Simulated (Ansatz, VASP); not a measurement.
**K in VASP and in Ansatz**

```
CELL_PARAMETERS angstrom
2.43796 -4.04761 0.00000
2.43796 4.04761 0.00000
0.00000 0.00000 7.81180
ATOMIC_POSITIONS crystal
K 0.82061 0.17939 0.25000
K 0.17939 0.82061 0.75000
```

Alike in both runs: task relaxation of cell and atoms; functional PBE; dispersion D3(BJ); k mesh 10 × 10 × 6; occupations gaussian, width 0.1 eV; no spin polarisation.

```csv
,VASP,Ansatz
version,VASP 6.6.1,Ansatz 0.2.0
potentials or method,"VASP PAW PBE potentials, release 64 (K_sv), cutoff 600 eV","scalar-relativistic, plane waves, PAW"
valence electrons in the cell,18,18
```

Ansatz gave:

```
gap on the k mesh at the Fermi level, each at its own relaxed structure (eV) : none
relaxed volume (Å³/atom)                                                     : 69.37
relaxed cell length with the largest relative difference (Å)                 : 4.621
```

Q: Estimate VASP's values.

A: gap on the k mesh at the Fermi level, each at its own relaxed structure (eV): none; relaxed volume (Å³/atom): 68.99; relaxed cell length with the largest relative difference (Å): 4.584.

A gap of «none» marks a metal or a gap that the smearing closes.
